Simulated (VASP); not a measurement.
# Ru in VASP: single point with PBE+D3(BJ)

Aim: the single point of Ru with PBE+D3(BJ).

Program: VASP 6.6.1. These are calculated values, not measurements. Logs are shortened: lines on timing, memory, paths and dates and some standing lists are left out, and cuts for length are marked.

## (1) The cell of the first run

The cell holds a slab with vacuum, 3 atoms: a = 2.698 Å, b = 2.698 Å, c = 21.266 Å, α = 90.00°, β = 90.00°, γ = 120.00°.

## (2) Single point, PBE+D3(BJ)

INCAR

```
PREC = Accurate
ENCUT = 520
EDIFF = 1E-6
ISMEAR = 0
SIGMA = 0.1
LREAL = False
LASPH = True
NELM = 100
ALGO = Normal
ISIF = 2
LWAVE = False
LCHARG = True
LDIPOL = True
IDIPOL = 3
DIPOL = 0.5 0.5 0.497
GGA = PE
IVDW = 12
LELF = True
LVHAR = True
LVACPOTAV = True
NBANDS = 28
```

KPOINTS

```
regular mesh
0
Gamma
  12 12 1
```

POSCAR

```
Ru
1.0
    2.6975947770      0.0000000000      0.0000000000
   -1.3487973885      2.3361856060      0.0000000000
    0.0000000000      0.0000000000     21.2658179916
Ru
3
Direct
    0.3333333333      0.6666666667      0.3997024710
    0.6666666667      0.3333333333      0.4970771018
    0.3333333333      0.6666666667      0.5944518979
```

Potentials or basis: VASP PAW PBE potentials, release 64 (Ru_pv).

On the command line:

```
cat potpaw_PBE.64/Ru_pv/POTCAR > POTCAR
mpirun -np 1 vasp_std > vasp.out
```

OUTCAR:

```text
PREC = Accurate
   ENCUT = 520
   EDIFF = 1E-6
   ISMEAR = 0
   LREAL = False
   LASPH = True
   NELM = 100
   ISIF = 2
   GGA = PE
   IVDW = 12
 IVDW          = 12

 ion  position               nearest neighbor table
   1  0.333  0.667  0.400-   2 2.59   2 2.59   2 2.59
   2  0.667  0.333  0.497-   1 2.59   1 2.59   1 2.59   3 2.59   3 2.59   3 2.59
   3  0.333  0.667  0.594-   2 2.59   2 2.59   2 2.59

  LATTYP: Found a hexagonal cell.
 ALAT       =     2.6975947770
 C/A-ratio  =     7.8832514701

  Lattice vectors:

 A1 = (   2.6975947770,   0.0000000000,   0.0000000000)
 A2 = (  -1.3487973885,   2.3361856060,   0.0000000000)
 A3 = (   0.0000000000,   0.0000000000,  21.2658179916)

Analysis of symmetry for initial positions (statically):
=====================================================================
 Subroutine PRICEL returns:
 Original cell was already a primitive cell.

 Routine SETGRP: Setting up the symmetry group for a
 hexagonal supercell.

 Subroutine GETGRP returns: Found 12 space group operations
 (whereof  6 operations were pure point group operations)
 out of a pool of 24 trial point group operations.

The static configuration has the point symmetry C_3v.
 The point group associated with its full space group is D_3h.

Analysis of symmetry for dynamics (positions and initial velocities):
=====================================================================
 Subroutine PRICEL returns:
 Original cell was already a primitive cell.

 Routine SETGRP: Setting up the symmetry group for a
 hexagonal supercell.

 Subroutine GETGRP returns: Found 12 space group operations
 (whereof  6 operations were pure point group operations)
 out of a pool of 24 trial point group operations.

The dynamic configuration has the point symmetry C_3v.
 The point group associated with its full space group is D_3h.

 Subroutine INISYM returns: Found 12 space group operations
 (whereof  6 operations are pure point group operations),
 and found     1 'primitive' translations

----------------------------------------------------------------------------------------

                                     Primitive cell

  volume of cell :     134.0189

  direct lattice vectors                    reciprocal lattice vectors
     2.697594777  0.000000000  0.000000000     0.370700599  0.214024091  0.000000000
    -1.348797388  2.336185606  0.000000000     0.000000000  0.428048181  0.000000000
     0.000000000  0.000000000 21.265817992     0.000000000  0.000000000  0.047023820

  length of vectors
     2.697594777  2.697594777 21.265817992     0.428048181  0.428048181  0.047023820

  position of ions in fractional coordinates (direct lattice)
     0.333333333  0.666666667  0.399702471
     0.666666667  0.333333333  0.497077102
     0.333333333  0.666666667  0.594451898

  ion indices of the primitive-cell ions
   primitive index   ion index
                 1           1
                 2           2
                 3           3

----------------------------------------------------------------------------------------

 KPOINTS: regular mesh

Automatic generation of k-mesh.
 Grid dimensions read from file:
 generate k-points for:   12   12    1

 Generating k-lattice:

  Cartesian coordinates                     Fractional coordinates (reciprocal lattice)
     0.030891717  0.017835341  0.000000000     0.083333333 -0.000000000  0.000000000
     0.000000000  0.035670682  0.000000000     0.000000000  0.083333333  0.000000000
     0.000000000  0.000000000  0.047023820     0.000000000  0.000000000  1.000000000

  Length of vectors
     0.035670682  0.035670682  0.047023820

  Shift w.r.t. Gamma in fractional coordinates (k-lattice)
     0.000000000  0.000000000  0.000000000

 Subroutine IBZKPT returns following result:
 ===========================================

 Found     19 irreducible k-points:

 Following reciprocal coordinates:
            Coordinates               Weight
  0.000000  0.000000  0.000000      1.000000
  0.083333 -0.000000  0.000000      6.000000
  0.166667  0.000000  0.000000      6.000000
  0.250000  0.000000  0.000000      6.000000
  0.333333  0.000000  0.000000      6.000000
  0.416667 -0.000000  0.000000      6.000000
[... 11 lines left out ...]
  0.333333  0.250000  0.000000     12.000000
  0.333333  0.333333  0.000000      2.000000
   k-points           NKPTS =     19   k-points in BZ     NKDIM =     19   number of bands    NBANDS=     28
   number of dos      NEDOS =    301   number of ions     NIONS =      3
   total plane-waves  NPLWV =  64000
   dimension x,y,z NGX =    20 NGY =   20 NGZ =  160
   dimension x,y,z NGXF=    40 NGYF=   40 NGZF=  320
   ions per type =               3
   NGX,Y,Z   is equivalent  to a cutoff of  12.33, 12.33, 12.51 a.u.
   NGXF,Y,Z  is equivalent  to a cutoff of  24.65, 24.65, 25.02 a.u.
 SYSTEM =  unknown system
   PREC   = accura    normal or accurate (medium, high low for compatibility)
   ISTART =      0    job   : 0-new  1-cont  2-samecut
   ICHARG =      2    charge: 1-file 2-atom 10-const
   ISPIN  =      1    spin polarized calculation?
   LNONCOLLINEAR =      F non collinear calculations
   LSORBIT =      F    spin-orbit coupling
   LASPH  =      T    aspherical Exc in radial PAW
   ENCUT  =  520.0 eV  38.22 Ry    6.18 a.u.   5.02  5.02 39.54*2*pi/ulx,y,z
   NELM   =    100;   NELMIN=  2; NELMDL= -5     # of ELM steps
   EDIFF  = 0.1E-05   stopping-criterion for ELM
   LREAL  =      F    real-space projection
   EDIFFG = 0.1E-04   stopping-criterion for IOM
   NSW    =      0    number of steps for IOM
   IBRION =     -1    ionic relax: 0-MD 1-quasi-New 2-CG
   NFREE  =      0    steps in history (QN), initial steepest desc. (CG)
   ISIF   =      2    stress and relaxation
   ISYM   =      2    0-nonsym 1-usesym 2-fastsym
   POTIM  = 0.5000    time-step for ionic-motion
   TEBEG  =    0.0;   TEEND  =   0.0 temperature during run
   PSTRESS=    0.0 pullay stress
   NELECT =      42.0000    total number of electrons
   NUPDOWN=      -1.0000    fix difference up-down
   EMIN   =  10.00;   EMAX   =-10.00  energy-range for DOS
   EFERMI =   0.00;   METHOD = LEGACY
   ISMEAR =     0;   SIGMA  =   0.10  broadening in eV -4-tet -1-fermi 0-gaus
   EFERMI_NEDOS =   21; number of points for ismear=-14 and -15
   IALGO  =     38    algorithm
   IMIX   =      4    mixing-type and parameters
     AMIX     =   0.40;   BMIX     =  1.00
     AMIX_MAG =   1.60;   BMIX_MAG =  1.00
  volume/ion in A,a.u.               =      44.67       301.47
  Fermi-wavevector in a.u.,A,eV,Ry     =   1.111994  2.101364 16.824029  1.236531
  Thomas-Fermi vector in A             =   2.248564
   LORBIT       =      0    0 simple, 1 ext, 2 COOP (PROOUT), +10 PAW based schemes
   GGA     = PE    functional components
   LHFCALC =     F    Hartree Fock is set to
   AEXX    =    0.0000 exact exchange contribution
   IVDW    =    12    specifies the selected vdW correction
   LEPSILON=     F    determine dielectric tensor
   LRPA    =     F    only Hartree local field effects (RPA)
 non-spin polarized calculation
 Gauss-broadening in eV      SIGMA  =   0.10
  energy-cutoff  :      520.00
  volume of cell :      134.02
 maximum number of plane-waves:      3675
 NGX is ok and might be reduce to    20
   NGX =  9   NGY =  9   NGZ = 79

 dipolmoment           0.000000      0.000000     -0.000000 electrons x Angstroem

 number of electron      42.0000002 magnetization

 dipolmoment           0.000000      0.000000      0.000015 electrons x Angstroem

 Free energy of the ion-electron system (eV)
  ---------------------------------------------------
  ext. energy  EPLUGINS =         0.00000000
  ---------------------------------------------------
  free energy    TOTEN  =       -25.72999902 eV

  energy without entropy =      -25.72023522  energy(sigma->0) =      -25.72511712

 E-fermi :   0.5723     XC(G=0):  -5.2072

 val. band max:        0.5628383298   @ k =   0.0833  -0.0000   0.0000
 cond. band min:       0.6138595286   @ k =   0.1667   0.1667   0.0000
 fundamental gap:      0.0510211988
 Fermi energy:         0.5723093352

 k-point     1 :       0.0000    0.0000    0.0000
  band No.  band energies     occupation
      1     -43.2617      2.00000
      2     -42.5474      2.00000
      3     -42.5474      2.00000
      4     -42.4024      2.00000
      5     -42.1180      2.00000
      6     -41.9054      2.00000
[... 20 lines left out ...]
     27       1.6483      0.00000
     28       1.6693      0.00000

 k-point     2 :       0.0833   -0.0000    0.0000
  band No.  band energies     occupation
      1     -43.2458      2.00000
      2     -42.6257      2.00000
      3     -42.5608      2.00000
      4     -42.3692      2.00000
      5     -42.1315      2.00000
      6     -41.9477      2.00000
[... 20 lines left out ...]
     27       1.7062      0.00000
     28       3.0962      0.00000

 k-point     3 :       0.1667    0.0000    0.0000
  band No.  band energies     occupation
      1     -43.2033      2.00000
      2     -42.7938      2.00000
      3     -42.5973      2.00000
      4     -42.3237      2.00000
      5     -42.1857      2.00000
      6     -42.0883      2.00000
[... 20 lines left out ...]
     27       2.5013      0.00000
     28       4.5136      0.00000

 k-point     4 :       0.2500    0.0000    0.0000
  band No.  band energies     occupation
      1     -43.1492      2.00000
      2     -42.9981      2.00000
      3     -42.6468      2.00000
      4     -42.3078      2.00000
      5     -42.3025      2.00000
      6     -42.2528      2.00000
[... 20 lines left out ...]
     27       3.4884      0.00000
     28       5.8308      0.00000

 k-point     5 :       0.3333    0.0000    0.0000
  band No.  band energies     occupation
      1     -43.1920      2.00000
      2     -43.1077      2.00000
      3     -42.6958      2.00000
      4     -42.4708      2.00000
      5     -42.4223      2.00000
      6     -42.2414      2.00000
[... 20 lines left out ...]
     27       4.5338      0.00000
     28       7.1581      0.00000

 k-point     6 :       0.4167   -0.0000    0.0000
  band No.  band energies     occupation
      1     -43.3301      2.00000
      2     -43.0959      2.00000
      3     -42.7314      2.00000
      4     -42.6029      2.00000
      5     -42.4843      2.00000
      6     -42.2197      2.00000
[... 308 lines left out ...]
      5     -42.4652      2.00000
      6     -42.2647      2.00000
[... 20 lines left out ...]
     27       6.9794      0.00000
     28       8.7862      0.00000

 k-point    17 :       0.2500    0.2500    0.0000
  band No.  band energies     occupation
      1     -43.2328      2.00000
      2     -43.0559      2.00000
      3     -42.9251      2.00000
      4     -42.4979      2.00000
      5     -42.4320      2.00000
      6     -42.2666      2.00000
[... 20 lines left out ...]
     27       6.8440      0.00000
     28       9.2375      0.00000

 k-point    18 :       0.3333    0.2500    0.0000
  band No.  band energies     occupation
      1     -43.2415      2.00000
      2     -43.0378      2.00000
      3     -43.0059      2.00000
      4     -42.5073      2.00000
      5     -42.4391      2.00000
      6     -42.2897      2.00000
[... 20 lines left out ...]
     27       8.0579      0.00000
     28       9.2781      0.00000

 k-point    19 :       0.3333    0.3333    0.0000
  band No.  band energies     occupation
      1     -43.1738      2.00000
      2     -43.1083      2.00000
      3     -43.0234      2.00000
      4     -42.4372      2.00000
      5     -42.4340      2.00000
      6     -42.3912      2.00000
[... 20 lines left out ...]
     27       8.3368      0.00000
     28       9.2110      0.00000

------------------------ aborting loop because EDIFF is reached ----------------------------------------

 Edisp (eV)   -1.23837

 E8    (eV) :    -0.5930

  FORCE on cell =-STRESS in cart. coord.  units (eV):
  Direction    XX          YY          ZZ          XY          YZ          ZX
  --------------------------------------------------------------------------------------
  -------------------------------------------------------------------------------------
  Total      -2.48498    -2.48498     0.01836     0.00000     0.00000     0.00000
  in kB     -29.70763   -29.70763     0.21952     0.00000     0.00000     0.00000
  external pressure =      -19.73 kB  Pullay stress =        0.00 kB

 VOLUME and BASIS-vectors are now :
 -----------------------------------------------------------------------------
  energy-cutoff  :      520.00
  volume of cell :      134.02
      direct lattice vectors                 reciprocal lattice vectors
     2.697594777  0.000000000  0.000000000     0.370700599  0.214024091  0.000000000
    -1.348797388  2.336185606  0.000000000     0.000000000  0.428048181  0.000000000
     0.000000000  0.000000000 21.265817992     0.000000000  0.000000000  0.047023820

 POSITION                                       TOTAL-FORCE (eV/Angst)
 -----------------------------------------------------------------------------------
     -0.00000      1.55746      8.50000        -0.000000      0.000000     -0.014550
      1.34880      0.77873     10.57075         0.000000     -0.000000     -0.000000
     -0.00000      1.55746     12.64151        -0.000000      0.000000      0.014550
 -----------------------------------------------------------------------------------
    total drift:                                0.000000     -0.000000      0.004407

  FREE ENERGIE OF THE ION-ELECTRON SYSTEM (eV)
  ---------------------------------------------------
  free  energy   TOTEN  =       -26.9683721439 eV

  energy  without entropy=      -26.9586083451  energy(sigma->0) =      -26.96349024

 vacuum level on the upper side and lower side of the slab         5.524         5.524
```

Run time: 2.3 min. Hardware: 1 thread of Intel Xeon 8259CL, shared host; peak memory 0.27 GiB.

What came out:

- Free energy: -26.9684 eV
- Largest force: 0.015 eV/Å
- Band gap on the k mesh: zero (bands 21 and 22 overlap by 2.21 eV)
- Dispersion energy per atom: -0.413 eV

Forces in eV/Å, atoms in the order of the input:
```
Ru   0.000  0.000 -0.015
Ru   0.000  0.000  0.000
Ru   0.000  0.000  0.015
```
